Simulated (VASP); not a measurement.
# C in VASP: single point with PBEsol+D4

Aim: the single point of C with PBEsol+D4.

Everything below comes from runs of VASP 6.6.1. Logs are shortened: lines on timing, memory, paths and dates and some standing lists are left out, and cuts for length are marked.

## Step 1: The cell of the first run

The cell holds a sheet with vacuum, 2 atoms: a = 2.457 Å, b = 2.457 Å, c = 23.800 Å, α = 90.00°, β = 90.00°, γ = 120.00°.

## Step 2: Single point, PBEsol+D4

Contents of INCAR:

```
SYSTEM = C
PREC = Accurate
ENCUT = 520
EDIFF = 1E-6
ISMEAR = 0
SIGMA = 0.03
LREAL = .False.
LASPH = .True.
NELM = 120
ALGO = Normal
ISIF = 2
LWAVE = .False.
LCHARG = .True.
LDIPOL = .True.
IDIPOL = 3
DIPOL = 0.5 0.5 0.294
GGA = PS
IVDW = 13
LELF = .True.
LVHAR = .True.
LVACPOTAV = .True.
NBANDS = 11
GGA_COMPAT = .False.
NELMDL = -8
```

Contents of KPOINTS:

```
regular mesh
0
Gamma
  18 18 1
  0 0 0
```

Contents of POSCAR:

```
C
1.0
    2.4568680655      0.0000000000      0.0000000000
   -1.2284340327      2.1277101584      0.0000000000
    0.0000000000      0.0000000000     23.8000000000
C
2
Direct
    0.3333333333      0.6666666667      0.2941176471
    0.6666666667      0.3333333333      0.2941176471
```

Potentials or basis: VASP PAW PBE potentials, release 64 (C).

The run is started by

```
$ cat potpaw_PBE.64/C/POTCAR > POTCAR
$ mpirun -np 1 vasp_std > vasp.out
```

OUTCAR:

```text
SYSTEM = C
   PREC = Accurate
   ENCUT = 520
   EDIFF = 1E-6
   ISMEAR = 0
   LREAL = .False.
   LASPH = .True.
   NELM = 120
   ISIF = 2
   GGA = PS
   IVDW = 13
   NELMDL = -8

 ion  position               nearest neighbor table
   1  0.333  0.667  0.294-   2 1.42   2 1.42   2 1.42
   2  0.667  0.333  0.294-   1 1.42   1 1.42   1 1.42

  LATTYP: Found a hexagonal cell.
 ALAT       =     2.4568680655
 C/A-ratio  =     9.6871298603

  Lattice vectors:

 A1 = (   2.4568680655,   0.0000000000,   0.0000000000)
 A2 = (  -1.2284340327,   2.1277101584,   0.0000000000)
 A3 = (   0.0000000000,   0.0000000000,  23.8000000000)

Analysis of symmetry for initial positions (statically):
=====================================================================
 Subroutine PRICEL returns:
 Original cell was already a primitive cell.

 Routine SETGRP: Setting up the symmetry group for a
 hexagonal supercell.

 Subroutine GETGRP returns: Found 24 space group operations
 (whereof 12 operations were pure point group operations)
 out of a pool of 24 trial point group operations.

The static configuration has the point symmetry C_6v.
 The point group associated with its full space group is D_6h.

Analysis of symmetry for dynamics (positions and initial velocities):
=====================================================================
 Subroutine PRICEL returns:
 Original cell was already a primitive cell.

 Routine SETGRP: Setting up the symmetry group for a
 hexagonal supercell.

 Subroutine GETGRP returns: Found 24 space group operations
 (whereof 12 operations were pure point group operations)
 out of a pool of 24 trial point group operations.

The dynamic configuration has the point symmetry C_6v.
 The point group associated with its full space group is D_6h.

 Subroutine INISYM returns: Found 24 space group operations
 (whereof 12 operations are pure point group operations),
 and found     1 'primitive' translations

----------------------------------------------------------------------------------------

                                     Primitive cell

  volume of cell :     124.4146

  direct lattice vectors                    reciprocal lattice vectors
     2.456868066  0.000000000  0.000000000     0.407022263  0.234994413  0.000000000
    -1.228434033  2.127710158  0.000000000     0.000000000  0.469988826  0.000000000
[... 97 lines left out ...]
   NUPDOWN=      -1.0000    fix difference up-down
   EMIN   =  10.00;   EMAX   =-10.00  energy-range for DOS
   EFERMI =   0.00;   METHOD = LEGACY
   ISMEAR =     0;   SIGMA  =   0.03  broadening in eV -4-tet -1-fermi 0-gaus
   EFERMI_NEDOS =   21; number of points for ismear=-14 and -15
   IALGO  =     38    algorithm
   IMIX   =      4    mixing-type and parameters
     AMIX     =   0.40;   BMIX     =  1.00
     AMIX_MAG =   1.60;   BMIX_MAG =  1.00
  volume/ion in A,a.u.               =      62.21       419.80
  Fermi-wavevector in a.u.,A,eV,Ry     =   0.655865  1.239405  5.852666  0.430159
  Thomas-Fermi vector in A             =   1.726876
   LORBIT       =      0    0 simple, 1 ext, 2 COOP (PROOUT), +10 PAW based schemes
   GGA     = PS    functional components
   LHFCALC =     F    Hartree Fock is set to
   AEXX    =    0.0000 exact exchange contribution
   IVDW    =    13    specifies the selected vdW correction
   LEPSILON=     F    determine dielectric tensor
   LRPA    =     F    only Hartree local field effects (RPA)
 non-spin polarized calculation
 Gauss-broadening in eV      SIGMA  =   0.03
  energy-cutoff  :      520.00
  volume of cell :      124.41
 maximum number of plane-waves:      3401
   NGX =  9   NGY =  9   NGZ = 89

 dipolmoment           0.000000      0.000000     -0.000000 electrons x Angstroem

 number of electron       7.9999997 magnetization

 dipolmoment           0.000000      0.000000      0.000002 electrons x Angstroem

 Free energy of the ion-electron system (eV)
  ---------------------------------------------------
  ext. energy  EPLUGINS =         0.00000000
  ---------------------------------------------------
  free energy    TOTEN  =       -19.28181873 eV

  energy without entropy =      -19.28160977  energy(sigma->0) =      -19.28171425

 E-fermi :  -3.0271     XC(G=0):  -1.8297

 val. band max:       -3.0271372208   @ k =   0.3333   0.3333   0.0000
 cond. band min:      -3.0271372157   @ k =   0.3333   0.3333   0.0000
 fundamental gap:      0.0000000051
 Fermi energy:        -3.0271372184

 k-point     1 :       0.0000    0.0000    0.0000
  band No.  band energies     occupation
      1     -22.6006      2.00000
      2     -10.7510      2.00000
      3      -6.0290      2.00000
      4      -6.0290      2.00000
      5       0.3424      0.00000
      6       1.1180      0.00000
      7       1.3455      0.00000
      8       1.9500      0.00000
      9       2.2839      0.00000
     10       3.4053      0.00000
     11       3.8363      0.00000
[... 309 lines left out ...]
 k-point    24 :       0.3889    0.1111    0.0000
  band No.  band energies     occupation
      1     -17.8697      2.00000
      2     -15.2619      2.00000
      3     -10.2910      2.00000
      4      -5.5906      2.00000
      5      -0.8928      0.00000
      6       5.7004      0.00000
      7       6.9598      0.00000
      8       7.7641      0.00000
      9       8.2035      0.00000
     10       8.6877      0.00000
     11       9.0828      0.00000

 [... further k-points ...]

------------------------ aborting loop because EDIFF is reached ----------------------------------------

  DFT-D4 for vdW energy calculation

  Edisp (eV):   -0.09775

  FORCE on cell =-STRESS in cart. coord.  units (eV):
  Direction    XX          YY          ZZ          XY          YZ          ZX
  --------------------------------------------------------------------------------------
  -------------------------------------------------------------------------------------
  Total       0.12327     0.12327    -0.01069     0.00000    -0.00000     0.00000
  in kB       1.58738     1.58738    -0.13760     0.00000    -0.00000     0.00000
  external pressure =        1.01 kB  Pullay stress =        0.00 kB

 VOLUME and BASIS-vectors are now :
 -----------------------------------------------------------------------------
  energy-cutoff  :      520.00
  volume of cell :      124.41
      direct lattice vectors                 reciprocal lattice vectors
     2.456868066  0.000000000  0.000000000     0.407022263  0.234994413  0.000000000
    -1.228434033  2.127710158  0.000000000     0.000000000  0.469988826  0.000000000
     0.000000000  0.000000000 23.800000000     0.000000000  0.000000000  0.042016807

 POSITION                                       TOTAL-FORCE (eV/Angst)
 -----------------------------------------------------------------------------------
     -0.00000      1.41847      7.00000         0.000000     -0.000000      0.000000
      1.22843      0.70924      7.00000        -0.000000      0.000000     -0.000000
 -----------------------------------------------------------------------------------
    total drift:                                0.000000      0.000000      0.000019

  FREE ENERGIE OF THE ION-ELECTRON SYSTEM (eV)
  ---------------------------------------------------
  free  energy   TOTEN  =       -19.3795653907 eV

  energy  without entropy=      -19.3793564316  energy(sigma->0) =      -19.37946091

 vacuum level on the upper side and lower side of the slab         1.272         1.272
```

stdout:

```text
POSCAR found type information on POSCAR C
 POSCAR found :  1 types and       2 ions
 scaLAPACK will be used
 -----------------------------------------------------------------------------
[... 23 lines left out ...]
|     Did not find any points to average over, which means that no vacuum     |
|     field-free region was found. Please increase the size of  your cell     |
|     in the dimension of the dipole correction to obtain accurate            |
|     workfunction values.                                                    |
|                                                                             |
 -----------------------------------------------------------------------------
```

Wall time 2.1 min (1 thread of Intel Xeon 8259CL, shared host); peak memory 0.23 GiB.

Results:

| Property | Result |
| --- | --- |
| Free energy | -19.3796 eV |
| Band gap on the k mesh | zero (filled and empty bands touch) |
| Dispersion energy per atom | -0.049 eV |

Levels at points of the mesh, in eV from the Fermi level:
```
           k point  band 2  band 3  band 4  band 5  band 6  band 7
(0.00, 0.00, 0.00)   -7.72   -3.00   -3.00    3.37    4.15    4.37
(0.50, 0.00, 0.00)  -13.31   -6.43   -2.39    1.66    7.45   11.26
```

Caveat: the PAW data sets were made with another functional, which shifts forces and pressure a little.
